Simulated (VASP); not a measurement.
# LiF (P6_3/mmc) in VASP: settings compared, part 2 of 2

VASP 6.6.1. Earlier steps stand in the parts before.

## 4. Single point, PBE0

This run uses another cell than the first one, of 9.32 Å³/atom, 0.948 times its volume.

POSCAR

```
LiF
1.0
    3.2800799273      0.0000000000      0.0000000000
   -1.6400399637      2.8406325435      0.0000000000
    0.0000000000      0.0000000000      3.9995957589
Li F
2 2
Direct
    0.3333333333      0.6666666667      0.2500000000
    0.6666666667      0.3333333333      0.7500000000
    0.6666666667      0.3333333333      0.2500000000
    0.3333333333      0.6666666667      0.7500000000
```

INCAR.step1

```
SYSTEM = LiF
PREC = Accurate
ENCUT = 520
EDIFF = 1E-5
ISMEAR = 0
SIGMA = 0.01
LREAL = .False.
LASPH = .True.
NELM = 100
ALGO = Normal
ISIF = 2
LWAVE = .True.
NBANDS = 18
GGA = PE
```

INCAR.step2

```
SYSTEM = LiF
PREC = Accurate
ENCUT = 520
EDIFF = 1E-6
ISMEAR = 0
SIGMA = 0.01
LREAL = .False.
LASPH = .True.
NELM = 100
ALGO = Normal
ISIF = 2
LWAVE = .False.
LCHARG = .True.
GGA = PE
LHFCALC = .True.
AEXX = 0.25
PRECFOCK = Normal
LELF = .True.
LVHAR = .True.
NBANDS = 18
ISTART = 1
```

KPOINTS

```
Automatic mesh
0
Gamma
  6 6 4
  0 0 0
```

Potentials or basis: VASP PAW PBE potentials, release 64 (Li_sv, F).

On the command line:

```console
cat potpaw_PBE.64/Li_sv/POTCAR potpaw_PBE.64/F/POTCAR > POTCAR
cp INCAR.step1 INCAR
mpirun -np 1 vasp_std > vasp.out
cp INCAR.step2 INCAR
mpirun -np 1 vasp_std > vasp.out
```

OUTCAR:

```text
SYSTEM = LiF
   PREC = Accurate
   ENCUT = 520
   EDIFF = 1E-6
   ISMEAR = 0
   LREAL = .False.
   LASPH = .True.
   NELM = 100
   ISIF = 2
   GGA = PE
   LHFCALC = .True.
   AEXX = 0.25
   PRECFOCK = Normal
   ISTART = 1

 ion  position               nearest neighbor table
   1  0.333  0.667  0.250-   3 1.89   3 1.89   3 1.89   4 2.00   4 2.00
   2  0.667  0.333  0.750-   4 1.89   4 1.89   4 1.89   3 2.00   3 2.00
   3  0.667  0.333  0.250-   1 1.89   1 1.89   1 1.89   2 2.00   2 2.00
   4  0.333  0.667  0.750-   2 1.89   2 1.89   2 1.89   1 2.00   1 2.00

  LATTYP: Found a hexagonal cell.
 ALAT       =     3.2800799273
 C/A-ratio  =     1.2193592374

  Lattice vectors:

 A1 = (   3.2800799273,   0.0000000000,   0.0000000000)
 A2 = (  -1.6400399637,   2.8406325435,   0.0000000000)
 A3 = (   0.0000000000,   0.0000000000,   3.9995957589)

Analysis of symmetry for initial positions (statically):
=====================================================================
 Subroutine PRICEL returns:
[... 180 lines left out ...]

 E-fermi :  -3.8495     XC(G=0):  -7.1262

 val. band max:       -3.8956429035   @ k =   0.0000   0.0000   0.0000
 cond. band min:       6.8386923104   @ k =   0.0000   0.0000   0.0000
 fundamental gap:     10.7343352139
 Fermi energy:        -3.8494745035

 k-point     1 :       0.0000    0.0000    0.0000
  band No.  band energies     occupation
      1     -46.7810      2.00000
      2     -46.6959      2.00000
      3     -25.4091      2.00000
      4     -24.7145      2.00000
      5      -6.9247      2.00000
      6      -5.2427      2.00000
[... 418 lines left out ...]
      5      -5.9978      2.00000
      6      -5.9978      2.00000
[... 10 lines left out ...]
     17      20.0011      0.00000
     18      20.0011      0.00000

------------------------ aborting loop because EDIFF is reached ----------------------------------------

  FORCE on cell =-STRESS in cart. coord.  units (eV):
  Direction    XX          YY          ZZ          XY          YZ          ZX
  --------------------------------------------------------------------------------------
  -------------------------------------------------------------------------------------
  Total        0.1729940      0.1729940      0.1989653     -0.0000000     -0.0000000      0.0000000
  in kB        7.4374837      7.4374837      8.5540622     -0.0000000     -0.0000000      0.0000000
  external PRESSURE =       7.8096765 kB  Pullay stress =       0.0000000 kB

 VOLUME and BASIS-vectors are now :
 -----------------------------------------------------------------------------
  energy-cutoff  :      520.00
  volume of cell :       37.27
      direct lattice vectors                 reciprocal lattice vectors
     3.280079927  0.000000000  0.000000000     0.304870620  0.176017134  0.000000000
    -1.640039964  2.840632543  0.000000000     0.000000000  0.352034269  0.000000000
     0.000000000  0.000000000  3.999595759     0.000000000  0.000000000  0.250025268

 POSITION                                       TOTAL-FORCE (eV/Angst)
 -----------------------------------------------------------------------------------
     -0.00000      1.89376      0.99990        -0.000000      0.000000     -0.000000
      1.64004      0.94688      2.99970         0.000000     -0.000000      0.000000
      1.64004      0.94688      0.99990        -0.000000     -0.000000     -0.000000
     -0.00000      1.89376      2.99970         0.000000      0.000000     -0.000000
 -----------------------------------------------------------------------------------
    total drift:                                0.000000      0.000000     -0.000000

  FREE ENERGIE OF THE ION-ELECTRON SYSTEM (eV)
  ---------------------------------------------------
  free  energy   TOTEN  =       -23.8033739037 eV

  energy  without entropy=      -23.8033739037  energy(sigma->0) =      -23.80337390
```

OUTCAR.step1:

```text
SYSTEM = LiF
   PREC = Accurate
   ENCUT = 520
   EDIFF = 1E-5
   ISMEAR = 0
   LREAL = .False.
   LASPH = .True.
   NELM = 100
[... 665 lines left out ...]
      1.64004      0.94688      2.99970        -0.000000      0.000000      0.000000
      1.64004      0.94688      0.99990         0.000000     -0.000000     -0.000000
     -0.00000      1.89376      2.99970        -0.000000      0.000000      0.000000
 -----------------------------------------------------------------------------------
    total drift:                               -0.000000     -0.000000     -0.000000

  FREE ENERGIE OF THE ION-ELECTRON SYSTEM (eV)
  ---------------------------------------------------
  free  energy   TOTEN  =       -19.2621904242 eV

  energy  without entropy=      -19.2621904242  energy(sigma->0) =      -19.26219042
```

OSZICAR.step1:

```text
N       E                     dE             d eps       ncg     rms          rms(c)
DAV:   1     0.116785277697E+03    0.11679E+03   -0.10978E+04   764   0.121E+03
DAV:   2    -0.104809495861E+02   -0.12727E+03   -0.12453E+03   864   0.296E+02
DAV:   3    -0.204338134622E+02   -0.99529E+01   -0.98770E+01  1370   0.609E+01
DAV:   4    -0.206404432858E+02   -0.20663E+00   -0.20630E+00   938   0.839E+00
DAV:   5    -0.206420876743E+02   -0.16444E-02   -0.16440E-02   942   0.762E-01    0.713E+00
DAV:   6    -0.192256066237E+02    0.14165E+01   -0.36453E+00   790   0.147E+01    0.217E+00
DAV:   7    -0.192343928938E+02   -0.87863E-02   -0.90286E-02   942   0.218E+00    0.142E+00
DAV:   8    -0.192617433348E+02   -0.27350E-01   -0.50655E-02   820   0.217E+00    0.332E-01
DAV:   9    -0.192611893839E+02    0.55395E-03   -0.47307E-03  1022   0.617E-01    0.102E-01
DAV:  10    -0.192622123525E+02   -0.10230E-02   -0.14854E-03   790   0.262E-01    0.602E-02
DAV:  11    -0.192621863126E+02    0.26040E-04   -0.76456E-05   952   0.777E-02    0.154E-02
DAV:  12    -0.192621904242E+02   -0.41116E-05   -0.98342E-06   708   0.279E-02
   1 F= -.19262190E+02 E0= -.19262190E+02  d E =-.855638E-15
```

Run time: 18 min. Hardware: 1 thread of AMD EPYC 9R14 (Zen 4), shared host; peak memory 0.13 GiB.

What came out:

```
Free energy            : -23.8034 eV
Band gap on the k mesh : 10.73 eV, direct
```

Levels at points of the mesh, in eV from the valence-band top:
| k point | band 8 | band 9 | band 10 | band 11 | band 12 | band 13 |
| --- | --- | --- | --- | --- | --- | --- |
| (0.00, 0.00, 0.00) | -0.51 | -0.51 | 0.00 | 10.73 | 18.07 | 19.55 |
| (0.50, 0.00, 0.00) | -1.10 | -0.95 | -0.50 | 13.45 | 16.84 | 18.23 |
| (0.00, 0.00, 0.50) | -0.92 | -0.92 | -0.92 | 13.34 | 13.34 | 20.08 |
| (0.50, 0.00, 0.50) | -1.25 | -0.41 | -0.41 | 14.01 | 14.01 | 19.04 |

Caveat: the cutoff is under 1.25 times the usual one of these potentials, so pressure, stress and relaxed cells hold a basis-set (Pulay) error; the PAW data sets were made with another functional, which shifts forces and pressure a little.

## 5. Summary

```csv
task,level,cell,k mesh,cutoff (eV),smearing,grid for exact exchange (PRECFOCK),gap on the mesh (eV)
single point,PBE,"a = 3.329, b = 3.329, c = 4.096 Å, angles 90.0, 90.0, 120.0°, 4 atoms",12 × 12 × 6,520,fermi-dirac 0.02 eV,-,7.53
relaxation of cell and atoms,PBE,"relaxed from a = 2.734, b = 2.734, c = 3.418 Å, angles 90.0, 90.0, 120.0°, 4 atoms",12 × 12 × 6,600,fermi-dirac 0.02 eV,-,8.02
single point,PBE0,"a = 3.280, b = 3.280, c = 4.000 Å, angles 90.0, 90.0, 120.0°, 4 atoms",6 × 6 × 4,520,gaussian 0.01 eV,Normal,10.73
```

Alike in all rows: potentials or basis VASP PAW PBE potentials, release 64 (Li_sv, F); no spin polarisation.

Caveats: the cutoff is under 1.25 times the usual one of these potentials, so pressure, stress and relaxed cells hold a basis-set (Pulay) error; the volume moved by over 15 % at a fixed basis, so the end points are rough (some runs); the PAW data sets were made with another functional, which shifts forces and pressure a little (some runs).

Total energies depend on the potentials used, so only differences within one code and one set of settings carry meaning.
